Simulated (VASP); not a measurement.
Crystal: CdSe.

```
Cd Se
1.0
     3.74468    0.00000    0.00000
    -1.87234    3.24298    0.00000
     0.00000    0.00000    4.17571
Cd Se
1 1
Cartesian
  0.0000 0.0000 2.0879
  0.0000 0.0000 0.0000
```

The cell was generated, and may not be a known phase.

```yaml
Program: VASP 6.6.1
Task: relaxation of cell and atoms
Functional: PBE
Potentials_or_basis: VASP PAW PBE potentials, release 64 (Cd, Se)
Cutoff: 600 eV
k_mesh: 6 × 6 × 4
Occupations: gaussian, width 0.1 eV
Spin: no spin polarisation
```

At the start: pressure 37.5 GPa; volume 25.35 Å³/atom.

Problem. How do energy, volume and symmetry change on relaxing?

Solution. Over 25 steps the energy falls by 1186.5 meV/atom and the volume is 40.48 Å³/atom (+59.7 %); space group P6/mmm (No. 191, to 0.1 Å) before and after.

Step by step:
```tsv
step	energy change (eV)	largest force (eV/Å)	pressure (GPa)	volume (Å³)
1	0.0000	0.0000	37.54	50.71
2	-0.6564	0.0000	-7.32	98.13
3	-1.2361	0.0000	-6.08	88.19
4	-1.5475	0.0000	-5.96	82.49
5	-2.3076	0.0000	-1.87	66.15
6	-2.1556	0.0000	6.41	58.57
7	-2.3418	0.0000	-0.24	64.17
8	-2.3432	0.0000	0.44	63.51
9	-2.3434	0.0000	0.16	63.77
10	-2.3443	0.0000	0.13	64.15
11	-2.3470	0.0000	0.02	65.30
12	-2.3528	0.0000	-0.16	67.61
13	-2.3590	0.0000	-0.45	72.35
14	-2.3616	0.0000	-0.85	82.24
15	-2.3620	0.0000	-0.84	82.41
16	-2.3632	0.0000	-0.81	82.91
17	-2.3654	0.0000	-0.73	83.91
18	-2.3682	0.0000	-0.51	85.90
19	-2.3684	0.0000	-0.38	86.80
20	-2.3684	0.0000	-0.43	86.47
21	-2.3690	0.0000	-0.41	86.08
22	-2.3705	0.0000	-0.32	84.94
23	-2.3725	0.0000	-0.15	82.68
24	-2.3718	0.0000	0.29	78.27
25	-2.3730	0.0000	0.01	80.96
```

Final structure:
```cif
data_structure
_symmetry_space_group_name_H-M 'P 1'
_symmetry_Int_Tables_number 1
_cell_length_a 4.3529
_cell_length_b 4.3529
_cell_length_c 4.9341
_cell_angle_alpha 90.000
_cell_angle_beta 90.000
_cell_angle_gamma 120.000
_cell_volume 80.96
loop_
_atom_site_label
_atom_site_type_symbol
_atom_site_fract_x
_atom_site_fract_y
_atom_site_fract_z
_atom_site_occupancy
Cd1 Cd 0.00000 0.00000 0.50000 1
Se1 Se 0.00000 0.00000 0.00000 1
```

Caveat: the k points lie up to 0.32 Å⁻¹ apart in the final cell, too coarse for converged energies and pressures of a metal; the volume moved by over 15 % at a fixed basis, so the end points are rough.
